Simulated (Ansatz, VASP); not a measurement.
## One calculation of V2Ir, two programs

```
V Ir
1.0
     0.00000    3.42402    3.42402
     3.42402    0.00000    3.42402
     3.42402    3.42402    0.00000
V Ir
4 2
Direct
  0.62500 0.62500 0.62500
  0.12500 0.62500 0.62500
  0.62500 0.62500 0.12500
  0.62500 0.12500 0.62500
  0.00000 0.00000 0.00000
  0.25000 0.25000 0.25000
```

Alike in both runs: functional PBE; k mesh 10 × 10 × 10; occupations gaussian, width 0.1 eV; no spin polarisation.

Ansatz relaxed the structure, and its values are those at the end. VASP's run is a single point on that final structure, the one shown.

|  | VASP | Ansatz |
| --- | --- | --- |
| version | VASP 6.6.1 | Ansatz 0.2.0 |
| potentials or method | VASP PAW PBE potentials, release 64 (V_sv, Ir), cutoff 520 eV | scalar-relativistic, plane waves, PAW |
| valence electrons in the cell | 70 | 86 |

VASP gave:

| Property | Result |
| --- | --- |
| gap on the k mesh at the Fermi level (eV) | none |
| pressure (GPa) | 0.3 |

Task: Estimate Ansatz's values.

Result: gap on the k mesh at the Fermi level (eV): none; pressure (GPa): 0.0.

A gap of «none» marks a metal or a gap that the smearing closes. The functional is the same, so the differences come from potentials, cutoffs and numerics. VASP's potentials hold 70 valence electrons a cell and Ansatz's 86, so a difference there can come from the potentials and not from the codes.

Spin-orbit coupling is off throughout.
